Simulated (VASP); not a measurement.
# Hf3Ta2F (P-6m2) in VASP: a series of runs

Hf3Ta2F is run at these levels: PBE; tasks: relaxation of cell and atoms, single point.

All numbers are computed with VASP 6.6.1; they aren't measurements. Logs are shortened: lines on timing, memory, paths and dates and some standing lists are left out, and cuts for length are marked.

## 1. The cell of the first run

The structure is hexagonal, space group P-6m2 (No. 187). Conventional cell: a = 4.851 Å, b = 4.851 Å, c = 5.733 Å, α = 90.00°, β = 90.00°, γ = 120.00°. Within 3.7 Å of Hf (site symmetry -6m2) lie 3 Hf at 2.80 Å and 2 F at 2.87 Å and 6 Ta at 3.11 Å. Within 3.7 Å of Hf (site symmetry -6m2) lie 3 F at 2.80 Å and 2 Hf at 2.87 Å and 6 Ta at 3.19 Å. Hf (site symmetry -6m2) has 5 Hf at 2.80 to 2.87 Å and 6 Ta at 3.11 Å within 3.7 Å. Within 3.5 Å of Ta (site symmetry 3m) lie 2 Ta at 2.69 to 3.04 Å and 9 Hf at 3.11 to 3.19 Å and 3 F at 3.19 Å. F (site symmetry -6m2) has 5 Hf at 2.80 to 2.87 Å and 6 Ta at 3.19 Å within 3.7 Å.

The cell was built from a structure type or drawn by symmetry, and may not be a known phase.

## 2. Relaxation of cell and atoms, PBE

INCAR

```
SYSTEM = Hf3Ta2F
PREC     = Accurate       ! precision mode
ENCUT    = 600            ! plane-wave cutoff, eV
EDIFF    = 1E-7           ! SCF threshold, eV
ISMEAR   = 0              ! smearing method
SIGMA    = 0.1            ! smearing width, eV
LREAL    = .False.        ! projectors in reciprocal space
LASPH    = .True.         ! aspherical terms in the spheres
NELM     = 100            ! most SCF steps
ALGO     = Normal         ! electronic algorithm
ISIF     = 3              ! what is computed and relaxed
LWAVE    = .False.        ! write WAVECAR
LCHARG   = .False.        ! write CHGCAR
GGA      = PE             ! functional
IBRION   = 2              ! ionic algorithm
NSW      = 90             ! ionic steps
EDIFFG   = -0.04          ! ionic threshold
```

KPOINTS

```
regular mesh
0
Gamma
  6 6 4
  0 0 0
```

POSCAR

```
Hf3Ta2F
1.0
    4.8507273656      0.0000000000      0.0000000000
   -2.4253636828      4.2008531254      0.0000000000
    0.0000000000      0.0000000000      5.7328809805
Hf Ta F
3 2 1
Direct
    0.0000000000      0.0000000000      0.0000000000
    0.3333333333      0.6666666667      0.5000000000
    0.3333333333      0.6666666667      0.0000000000
    0.6666666667      0.3333333333      0.7653852625
    0.6666666667      0.3333333333      0.2346147375
    0.0000000000      0.0000000000      0.5000000000
```

Potentials or basis: VASP PAW PBE potentials, release 64 (Hf_pv, Ta_pv, F).

Started as:

```console
$ cat potpaw_PBE.64/Hf_pv/POTCAR potpaw_PBE.64/Ta_pv/POTCAR potpaw_PBE.64/F/POTCAR > POTCAR
$ mpirun -np 1 vasp_std > vasp.out
```

OUTCAR:

```text
SYSTEM = Hf3Ta2F
   PREC = Accurate
   ENCUT = 600
   EDIFF = 1E-7
   ISMEAR = 0
   LREAL = .False.
   LASPH = .True.
   NELM = 100
   ISIF = 3
   GGA = PE
   IBRION = 2
   NSW = 90
   EDIFFG = -0.04

 ion  position               nearest neighbor table
   1  0.000  0.000  0.000-   3 2.80   3 2.80   3 2.80   6 2.87   6 2.87   5 3.11   4 3.11   5 3.11
                             4 3.11   5 3.11   4 3.11
   2  0.333  0.667  0.500-   6 2.80   6 2.80   6 2.80   3 2.87   3 2.87   4 3.19   5 3.19   4 3.19
                             5 3.19   5 3.19   4 3.19
   3  0.333  0.667  0.000-   1 2.80   1 2.80   1 2.80   2 2.87   2 2.87   4 3.11   5 3.11   4 3.11
                             5 3.11   4 3.11   5 3.11
   4  0.667  0.333  0.765-   5 2.69   5 3.04   3 3.11   1 3.11   3 3.11   1 3.11   1 3.11   3 3.11
                             2 3.19   2 3.19   2 3.19
   5  0.667  0.333  0.235-   4 2.69   4 3.04   3 3.11   3 3.11   1 3.11   1 3.11   1 3.11   3 3.11
                             2 3.19   2 3.19   2 3.19
   6  0.000  0.000  0.500-   2 2.80   2 2.80   2 2.80   1 2.87   1 2.87

  LATTYP: Found a hexagonal cell.
 ALAT       =     4.8507273656
 C/A-ratio  =     1.1818600693

  Lattice vectors:

 A1 = (   4.8507273656,   0.0000000000,   0.0000000000)
 A2 = (  -2.4253636828,   4.2008531254,   0.0000000000)
 A3 = (   0.0000000000,   0.0000000000,   5.7328809805)

Analysis of symmetry for initial positions (statically):
=====================================================================
 Subroutine PRICEL returns:
 Original cell was already a primitive cell.

 Routine SETGRP: Setting up the symmetry group for a
 hexagonal supercell.

 Subroutine GETGRP returns: Found 12 space group operations
 (whereof 12 operations were pure point group operations)
 out of a pool of 24 trial point group operations.

The static configuration has the point symmetry D_3h.

Analysis of symmetry for dynamics (positions and initial velocities):
=====================================================================
 Subroutine PRICEL returns:
 Original cell was already a primitive cell.

 Routine SETGRP: Setting up the symmetry group for a
 hexagonal supercell.

 Subroutine GETGRP returns: Found 12 space group operations
 (whereof 12 operations were pure point group operations)
 out of a pool of 24 trial point group operations.

The dynamic configuration has the point symmetry D_3h.

 Subroutine INISYM returns: Found 12 space group operations
 (whereof 12 operations are pure point group operations),
 and found     1 'primitive' translations

[... 87 lines left out ...]
   NGXF,Y,Z  is equivalent  to a cutoff of  27.42, 27.42, 27.84 a.u.
 SYSTEM =  Hf3Ta2F
   PREC   = accura    normal or accurate (medium, high low for compatibility)
   ISTART =      0    job   : 0-new  1-cont  2-samecut
   ICHARG =      2    charge: 1-file 2-atom 10-const
   ISPIN  =      1    spin polarized calculation?
   LNONCOLLINEAR =      F non collinear calculations
   LSORBIT =      F    spin-orbit coupling
   LASPH  =      T    aspherical Exc in radial PAW
   ENCUT  =  600.0 eV  44.10 Ry    6.64 a.u.   9.69  9.69 11.45*2*pi/ulx,y,z
   NELM   =    100;   NELMIN=  2; NELMDL= -5     # of ELM steps
   EDIFF  = 0.1E-06   stopping-criterion for ELM
   LREAL  =      F    real-space projection
   EDIFFG = -.4E-01   stopping-criterion for IOM
   NSW    =     90    number of steps for IOM
   IBRION =      2    ionic relax: 0-MD 1-quasi-New 2-CG
   NFREE  =      1    steps in history (QN), initial steepest desc. (CG)
   ISIF   =      3    stress and relaxation
   ISYM   =      2    0-nonsym 1-usesym 2-fastsym
   POTIM  = 0.5000    time-step for ionic-motion
   TEBEG  =    0.0;   TEEND  =   0.0 temperature during run
   PSTRESS=    0.0 pullay stress
   NELECT =      59.0000    total number of electrons
   NUPDOWN=      -1.0000    fix difference up-down
   EMIN   =  10.00;   EMAX   =-10.00  energy-range for DOS
   EFERMI =   0.00;   METHOD = LEGACY
   ISMEAR =     0;   SIGMA  =   0.10  broadening in eV -4-tet -1-fermi 0-gaus
   EFERMI_NEDOS =   21; number of points for ismear=-14 and -15
   IALGO  =     38    algorithm
   IMIX   =      4    mixing-type and parameters
     AMIX     =   0.40;   BMIX     =  1.00
     AMIX_MAG =   1.60;   BMIX_MAG =  1.00
  volume/ion in A,a.u.               =      19.47       131.39
  Fermi-wavevector in a.u.,A,eV,Ry     =   1.303726  2.463685 23.125851  1.699702
  Thomas-Fermi vector in A             =   2.434709
   LORBIT       =      0    0 simple, 1 ext, 2 COOP (PROOUT), +10 PAW based schemes
   GGA     = PE    functional components
   LHFCALC =     F    Hartree Fock is set to
   AEXX    =    0.0000 exact exchange contribution
   IVDW    =     0    specifies the selected vdW correction
   LEPSILON=     F    determine dielectric tensor
   LRPA    =     F    only Hartree local field effects (RPA)
 conjugate gradient relaxation of ions
 non-spin polarized calculation
 Gauss-broadening in eV      SIGMA  =   0.10
  energy-cutoff  :      600.00
  volume of cell :      116.82
 maximum number of plane-waves:      3922
 NGX is ok and might be reduce to    40
   NGX = 19   NGY = 19   NGZ = 23

--------------------------------------- Ionic step        1  -------------------------------------------

 number of electron      58.9999997 magnetization

 Free energy of the ion-electron system (eV)
  ---------------------------------------------------
  ext. energy  EPLUGINS =         0.00000000
  ---------------------------------------------------
  free energy    TOTEN  =       -54.87124416 eV

  energy without entropy =      -54.83091587  energy(sigma->0) =      -54.85108001

------------------------ aborting loop because EDIFF is reached ----------------------------------------

  FORCE on cell =-STRESS in cart. coord.  units (eV):
  Direction    XX          YY          ZZ          XY          YZ          ZX
  --------------------------------------------------------------------------------------
  -------------------------------------------------------------------------------------
  Total        0.5485375      0.5485375     -2.2757210      0.0000000      0.0000000      0.0000000
  in kB        7.5231481      7.5231481    -31.2113323      0.0000000      0.0000000      0.0000000
  external PRESSURE =      -5.3883454 kB  Pullay stress =       0.0000000 kB
[... 187 lines left out ...]
--------------------------------------- Ionic step        6  -------------------------------------------

 number of electron      59.0000008 magnetization

 Free energy of the ion-electron system (eV)
  ---------------------------------------------------
  ext. energy  EPLUGINS =         0.00000000
  ---------------------------------------------------
  free energy    TOTEN  =       -54.92708430 eV

  energy without entropy =      -54.89407405  energy(sigma->0) =      -54.91057918

 E-fermi :   4.6585     XC(G=0): -11.4302

 val. band max:        4.6284225388   @ k =   0.1667   0.0000   0.5000
 cond. band min:       4.6822760384   @ k =   0.1667   0.1667   0.0000
 fundamental gap:      0.0538534996
 Fermi energy:         4.6584552120

 k-point     1 :       0.0000    0.0000    0.0000
  band No.  band energies     occupation
      1     -29.9991      2.00000
      2     -29.5375      2.00000
      3     -29.5375      2.00000
      4     -29.3812      2.00000
      5     -29.3812      2.00000
      6     -28.8035      2.00000
[... 820 lines left out ...]
  FREE ENERGIE OF THE ION-ELECTRON SYSTEM (eV)
  ---------------------------------------------------
  free  energy   TOTEN  =       -54.9270843030 eV

  energy  without entropy=      -54.8940740543  energy(sigma->0) =      -54.91057918

 reached required accuracy - stopping structural energy minimisation
```

OSZICAR:

```text
N       E                     dE             d eps       ncg     rms          rms(c)
DAV:   1     0.436240571099E+03    0.43624E+03   -0.35248E+04  1470   0.182E+03
DAV:   2    -0.273729480591E+02   -0.46361E+03   -0.45545E+03  1645   0.464E+02
DAV:   3    -0.571863086004E+02   -0.29813E+02   -0.28699E+02  1929   0.854E+01
[... 72 lines left out ...]
DAV:   5    -0.549270832985E+02    0.53069E-04   -0.32717E-04  1870   0.944E-02    0.874E-02
DAV:   6    -0.549270829917E+02    0.30674E-06   -0.65130E-05  1950   0.331E-02    0.517E-02
DAV:   7    -0.549270861443E+02   -0.31525E-05   -0.45745E-05  1873   0.251E-02    0.176E-02
DAV:   8    -0.549270842661E+02    0.18782E-05   -0.15459E-05  1841   0.152E-02    0.269E-03
DAV:   9    -0.549270843338E+02   -0.67636E-07   -0.13058E-06  1533   0.497E-03    0.194E-03
DAV:  10    -0.549270843030E+02    0.30782E-07   -0.61315E-08   880   0.138E-03
   6 F= -.54927084E+02 E0= -.54910579E+02  d E =-.138099E-02
```

Run time: 6 min. Hardware: 1 thread of Intel Xeon Platinum 8488C (Sapphire Rapids), shared host; peak memory 0.33 GiB.

What came out:

* Free energy: -54.9271 eV
* Relaxed volume: 19.38 Å³/atom
* Relaxed cell: a = 4.940 Å, b = 4.940 Å, c = 5.501 Å, α = 90.00°, β = 90.00°, γ = 120.00°
* Space group after relaxing (to 0.1 Å): P-6m2 (No. 187)
* Energy gained by relaxing: 9.3 meV/atom
* Ionic steps: 6
* Pressure after relaxing: -0.1 GPa
* Largest force after relaxing: 0.039 eV/Å
* Band gap on the k mesh: zero (an odd number of electrons rules out a gap without spin polarisation)

Forces in eV/Å, atoms in the order of the input:
```
Hf   0.000  0.000  0.000
Hf   0.000  0.000  0.000
Hf   0.000  0.000  0.000
Ta   0.000  0.000 -0.039
Ta   0.000  0.000  0.039
F    0.000  0.000  0.000
```

The path:
| step | energy change (eV) | largest force (eV/Å) | pressure (GPa) | volume (Å³) |
| --- | --- | --- | --- | --- |
| 1 | 0.0000 | 0.0049 | -0.54 | 116.82 |
| 2 | -0.0319 | 0.1976 | 0.66 | 115.70 |
| 3 | -0.0378 | 0.3171 | 1.43 | 115.01 |
| 4 | -0.0543 | 0.1266 | -0.23 | 116.48 |
| 5 | -0.0545 | 0.1084 | -0.38 | 116.61 |
| 6 | -0.0558 | 0.0394 | -0.11 | 116.27 |

Final structure:
```
Hf Ta F
1.0
     4.94029    0.00000    0.00000
    -2.47014    4.27841    0.00000
     0.00000    0.00000    5.50106
Hf Ta F
3 2 1
Direct
  0.00000 0.00000 0.00000
  0.33333 0.66667 0.50000
  0.33333 0.66667 0.00000
  0.66667 0.33333 0.76203
  0.66667 0.33333 0.23797
  0.00000 0.00000 0.50000
```

Caveat: spin-orbit coupling is left out, which moves the levels of the heavy elements; an odd number of electrons without spin polarisation forces a metal; a magnetic or distorted state may lie lower.

[end of part 1 of 2]
